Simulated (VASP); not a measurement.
# W (Pm-3n) in VASP: notebook

Runs on W. Level: r2SCAN. Tasks: single point.

All numbers are computed with VASP 6.6.1; they aren't measurements. Logs are shortened: lines on timing, memory, paths and dates and some standing lists are left out, and cuts for length are marked.

### Step 1. The cell of the first run

The structure is cubic, space group Pm-3n (No. 223). Conventional cell: a = 5.216 Å, b = 5.216 Å, c = 5.216 Å, α = 90.00°, β = 90.00°, γ = 90.00°. W (site symmetry m-3) has 12 W at 2.92 Å within 3.8 Å. W (site symmetry -4m2) has 14 W at 2.61 to 3.19 Å within 3.4 Å.

### Step 2. Single point, r2SCAN (17.74 Å³/atom)

POSCAR reads:

```
W
1.0
    5.2161444915      0.0000000000      0.0000000000
    0.0000000000      5.2161444915      0.0000000000
    0.0000000000      0.0000000000      5.2161444915
W
8
Direct
    0.0000000000      0.0000000000      0.0000000000
    0.5000000000      0.5000000000      0.5000000000
    0.0000000000      0.5000000000      0.2500000000
    0.0000000000      0.5000000000      0.7500000000
    0.2500000000      0.0000000000      0.5000000000
    0.7500000000      0.0000000000      0.5000000000
    0.5000000000      0.7500000000      0.0000000000
    0.5000000000      0.2500000000      0.0000000000
```

INCAR.step1 reads:

```
PREC = Accurate ; ENCUT = 520
ISMEAR = 0 ; SIGMA = 0.1
LREAL = False ; LASPH = True
NELM = 80 ; NBANDS = 66
GGA = PE ; ALGO = Normal
EDIFF = 1E-4 ; LWAVE = True
LCHARG = False
```

INCAR.step2 reads:

```
PREC = Accurate ; ENCUT = 520
EDIFF = 1E-6 ; ISMEAR = 0
SIGMA = 0.1 ; LREAL = False
LASPH = True ; NELM = 80
ALGO = Normal ; ISIF = 2
LWAVE = False ; LCHARG = True
METAGGA = R2SCAN ; LMIXTAU = True
LELF = True ; LVHAR = True
NBANDS = 66 ; ISTART = 1
```

KPOINTS reads:

```
Automatic mesh
0
Gamma
  8 8 8
```

Potentials or basis: VASP PAW PBE potentials, release 64 (W_sv).

Launch:

```console
cat potpaw_PBE.64/W_sv/POTCAR > POTCAR
cp INCAR.step1 INCAR
mpirun -np 1 vasp_std > vasp.out
cp INCAR.step2 INCAR
mpirun -np 1 vasp_std > vasp.out
```

OUTCAR:

```text
PREC = Accurate
   ENCUT = 520
   EDIFF = 1E-6
   ISMEAR = 0
   LREAL = False
   LASPH = True
   NELM = 80
   ISIF = 2
   METAGGA = R2SCAN
   ISTART = 1

 ion  position               nearest neighbor table
   1  0.000  0.000  0.000-   3 2.92   4 2.92   5 2.92   6 2.92   7 2.92   8 2.92   5 2.92   6 2.92
                             3 2.92   4 2.92   7 2.92   8 2.92
   2  0.500  0.500  0.500-   3 2.92   4 2.92   5 2.92   6 2.92   7 2.92   8 2.92   7 2.92   8 2.92
                             5 2.92   6 2.92   3 2.92   4 2.92
   3  0.000  0.500  0.250-   4 2.61   4 2.61   1 2.92   2 2.92   1 2.92   2 2.92   8 3.19   5 3.19
                             6 3.19   5 3.19   6 3.19   7 3.19   7 3.19   8 3.19
   4  0.000  0.500  0.750-   3 2.61   3 2.61   1 2.92   2 2.92   1 2.92   2 2.92   8 3.19   5 3.19
                             6 3.19   5 3.19   6 3.19   7 3.19   7 3.19   8 3.19
   5  0.250  0.000  0.500-   6 2.61   6 2.61   1 2.92   1 2.92   2 2.92   2 2.92   8 3.19   4 3.19
                             7 3.19   8 3.19   3 3.19   3 3.19   4 3.19   7 3.19
   6  0.750  0.000  0.500-   5 2.61   5 2.61   1 2.92   1 2.92   2 2.92   2 2.92   8 3.19   4 3.19
                             7 3.19   8 3.19   3 3.19   3 3.19   4 3.19   7 3.19
   7  0.500  0.750  0.000-   8 2.61   8 2.61   1 2.92   2 2.92   2 2.92   1 2.92   3 3.19   4 3.19
                             5 3.19   6 3.19   5 3.19   6 3.19   3 3.19   4 3.19
   8  0.500  0.250  0.000-   7 2.61   7 2.61   1 2.92   2 2.92   2 2.92   1 2.92   3 3.19   4 3.19
                             5 3.19   6 3.19   5 3.19   6 3.19   3 3.19   4 3.19

  LATTYP: Found a simple cubic cell.
 ALAT       =     5.2161444915

  Lattice vectors:

 A1 = (   5.2161444915,   0.0000000000,   0.0000000000)
 A2 = (   0.0000000000,   5.2161444915,   0.0000000000)
 A3 = (   0.0000000000,   0.0000000000,   5.2161444915)

Analysis of symmetry for initial positions (statically):
=====================================================================
 Subroutine PRICEL returns:
 Original cell was already a primitive cell.

 Routine SETGRP: Setting up the symmetry group for a
 simple cubic supercell.

 Subroutine GETGRP returns: Found 48 space group operations
 (whereof 24 operations were pure point group operations)
 out of a pool of 48 trial point group operations.

The static configuration has the point symmetry T_h .
 The point group associated with its full space group is O_h .

Analysis of symmetry for dynamics (positions and initial velocities):
=====================================================================
 Subroutine PRICEL returns:
 Original cell was already a primitive cell.

 Routine SETGRP: Setting up the symmetry group for a
 simple cubic supercell.
[... 128 lines left out ...]
   PSTRESS=    0.0 pullay stress
   NELECT =     112.0000    total number of electrons
   NUPDOWN=      -1.0000    fix difference up-down
   EMIN   =  10.00;   EMAX   =-10.00  energy-range for DOS
   EFERMI =   0.00;   METHOD = LEGACY
   ISMEAR =     0;   SIGMA  =   0.10  broadening in eV -4-tet -1-fermi 0-gaus
   EFERMI_NEDOS =   21; number of points for ismear=-14 and -15
   IALGO  =     38    algorithm
   IMIX   =      4    mixing-type and parameters
     AMIX     =   0.40;   BMIX     =  1.00
     AMIX_MAG =   1.60;   BMIX_MAG =  1.00
  volume/ion in A,a.u.               =      17.74       119.72
  Fermi-wavevector in a.u.,A,eV,Ry     =   1.512857  2.858885 31.140150  2.288736
  Thomas-Fermi vector in A             =   2.622726
   LORBIT       =      0    0 simple, 1 ext, 2 COOP (PROOUT), +10 PAW based schemes
   METAGGA = R2SCAN    functional components
   LHFCALC =     F    Hartree Fock is set to
   AEXX    =    0.0000 exact exchange contribution
   IVDW    =     0    specifies the selected vdW correction
   LEPSILON=     F    determine dielectric tensor
   LRPA    =     F    only Hartree local field effects (RPA)
 non-spin polarized calculation
 Gauss-broadening in eV      SIGMA  =   0.10
  energy-cutoff  :      520.00
  volume of cell :      141.92
 maximum number of plane-waves:      3887
 NGX is ok and might be reduce to    40
   NGX = 19   NGY = 19   NGZ = 19

 number of electron     112.0000029 magnetization

 Free energy of the ion-electron system (eV)
  ---------------------------------------------------
  ext. energy  EPLUGINS =         0.00000000
  ---------------------------------------------------
  free energy    TOTEN  =      -408.96241620 eV

  energy without entropy =     -408.95229992  energy(sigma->0) =     -408.95735806

 E-fermi :   9.5421     XC(G=0): -14.2283

 val. band max:        9.5036803652   @ k =   0.3750   0.3750   0.0000
 cond. band min:       9.5670337013   @ k =   0.3750   0.3750   0.0000
 fundamental gap:      0.0633533362
 Fermi energy:         9.5420659557

 k-point     1 :       0.0000    0.0000    0.0000
  band No.  band energies     occupation
      1     -66.5950      2.00000
      2     -66.5624      2.00000
      3     -66.5624      2.00000
      4     -66.4531      2.00000
      5     -66.4531      2.00000
      6     -66.4531      2.00000
[... 1645 lines left out ...]
     65      11.9235      0.00000
     66      12.1777      0.00000

 [... further k-points ...]

------------------------ aborting loop because EDIFF is reached ----------------------------------------

  FORCE on cell =-STRESS in cart. coord.  units (eV):
  Direction    XX          YY          ZZ          XY          YZ          ZX
  --------------------------------------------------------------------------------------
  -------------------------------------------------------------------------------------
  Total      -21.0431006    -21.0431006    -21.0431006      0.0000000     -0.0000000      0.0000000
  in kB     -237.5589927   -237.5589927   -237.5589927      0.0000000     -0.0000000      0.0000000
  external PRESSURE =    -237.5589927 kB  Pullay stress =       0.0000000 kB

 VOLUME and BASIS-vectors are now :
 -----------------------------------------------------------------------------
  energy-cutoff  :      520.00
  volume of cell :      141.92
      direct lattice vectors                 reciprocal lattice vectors
     5.216144491  0.000000000  0.000000000     0.191712481  0.000000000  0.000000000
     0.000000000  5.216144491  0.000000000     0.000000000  0.191712481  0.000000000
     0.000000000  0.000000000  5.216144491     0.000000000  0.000000000  0.191712481

 POSITION                                       TOTAL-FORCE (eV/Angst)
 -----------------------------------------------------------------------------------
      0.00000      0.00000      0.00000         0.000000     -0.000000      0.000000
      2.60807      2.60807      2.60807         0.000000     -0.000000      0.000000
      0.00000      2.60807      1.30404        -0.000000     -0.000000     -0.000000
      0.00000      2.60807      3.91211        -0.000000      0.000000      0.000000
      1.30404      0.00000      2.60807        -0.000000      0.000000      0.000000
      3.91211      0.00000      2.60807         0.000000     -0.000000     -0.000000
      2.60807      3.91211      0.00000        -0.000000      0.000000     -0.000000
      2.60807      1.30404      0.00000         0.000000     -0.000000     -0.000000
 -----------------------------------------------------------------------------------
    total drift:                               -0.000000     -0.000000      0.000000

  FREE ENERGIE OF THE ION-ELECTRON SYSTEM (eV)
  ---------------------------------------------------
  free  energy   TOTEN  =      -408.9624161952 eV

  energy  without entropy=     -408.9522999193  energy(sigma->0) =     -408.95735806
```

OUTCAR.step1:

```text
PREC = Accurate
   ENCUT = 520
   ISMEAR = 0
   LREAL = False
   LASPH = True
[... 1910 lines left out ...]
      1.30404      0.00000      2.60807         0.000000      0.000000      0.000000
      3.91211      0.00000      2.60807        -0.000000      0.000000     -0.000000
      2.60807      3.91211      0.00000         0.000000     -0.000000      0.000000
      2.60807      1.30404      0.00000         0.000000      0.000000     -0.000000
 -----------------------------------------------------------------------------------
    total drift:                                0.000000     -0.000000      0.000000

  FREE ENERGIE OF THE ION-ELECTRON SYSTEM (eV)
  ---------------------------------------------------
  free  energy   TOTEN  =      -102.2247236916 eV

  energy  without entropy=     -102.2132743608  energy(sigma->0) =     -102.21899903
```

Wall time 22 min (1 thread of Intel Xeon 8259CL, shared host); peak memory 0.4 GiB.

What came out:

| Property | Result |
| --- | --- |
| Free energy | -408.9624 eV |
| Pressure | -23.8 GPa |
| Band gap on the k mesh | zero (bands 56 and 57 overlap by 0.58 eV) |

Caveat: the cell stands under tension; the PAW data sets were made with another functional, which shifts forces and pressure a little; spin-orbit coupling is left out, which moves the levels of the heavy elements.

### Step 3. Single point, r2SCAN

This run uses another cell than the first one, of 16.42 Å³/atom.

Edit POSCAR of step 2 so:

```diff
@@ -2,5 +2,5 @@
 1.0
-    5.2161444915      0.0000000000      0.0000000000
-    0.0000000000      5.2161444915      0.0000000000
-    0.0000000000      0.0000000000      5.2161444915
+    5.0830000000      0.0000000000      0.0000000000
+    0.0000000000      5.0830000000      0.0000000000
+    0.0000000000      0.0000000000      5.0830000000
 W
```

INCAR.step1 reads:

```
SYSTEM = W
ALGO = Normal
EDIFF = 1E-4
ENCUT = 520
GGA = PE
ISMEAR = 0
LASPH = .True.
LCHARG = .False.
LREAL = .False.
LWAVE = .True.
NBANDS = 66
NELM = 100
PREC = Accurate
SIGMA = 0.1
```

INCAR.step2 reads:

```
SYSTEM = W
ALGO = Normal
EDIFF = 1E-6
ENCUT = 520
ISIF = 2
ISMEAR = 0
ISTART = 1
LASPH = .True.
LCHARG = .False.
LMIXTAU = .True.
LREAL = .False.
LWAVE = .False.
METAGGA = R2SCAN
NBANDS = 66
NELM = 100
PREC = Accurate
SIGMA = 0.1
```

KPOINTS reads:

```
k-points
0
Gamma
  8 8 8
  0 0 0
```

Potentials or basis: VASP PAW PBE potentials, release 64 (W_sv).

Launch:

```console
cat potpaw_PBE.64/W_sv/POTCAR > POTCAR
cp INCAR.step1 INCAR
mpirun -np 1 vasp_std > vasp.out
cp INCAR.step2 INCAR
mpirun -np 1 vasp_std > vasp.out
```

Run time: 24 min. Hardware: 1 thread of Intel Xeon 8259CL, shared host; peak memory 0.38 GiB.

It converged, with:

- Free energy: -409.9285 eV
- Pressure: -4.2 GPa
- Band gap on the k mesh: zero (bands 56 and 57 overlap by 0.72 eV)

Levels at points of the mesh, in eV from the Fermi level:
```csv
k point,band 54,band 55,band 56,band 57,band 58,band 59
"(0.00, 0.00, 0.00)",-1.55,-0.43,-0.43,-0.43,1.71,1.71
"(0.50, 0.00, 0.00)",-1.25,-0.94,-0.94,0.65,0.65,0.75
"(0.50, 0.50, 0.00)",-0.85,-0.85,0.24,0.24,0.25,0.51
"(0.50, 0.50, 0.50)",-1.53,-1.53,-1.53,1.41,1.41,1.41
```

Caveat: the cell stands under tension; the PAW data sets were made with another functional, which shifts forces and pressure a little; spin-orbit coupling is left out, which moves the levels of the heavy elements.

The gap in the log of VASP goes by the Fermi energy; the results here count the filled bands.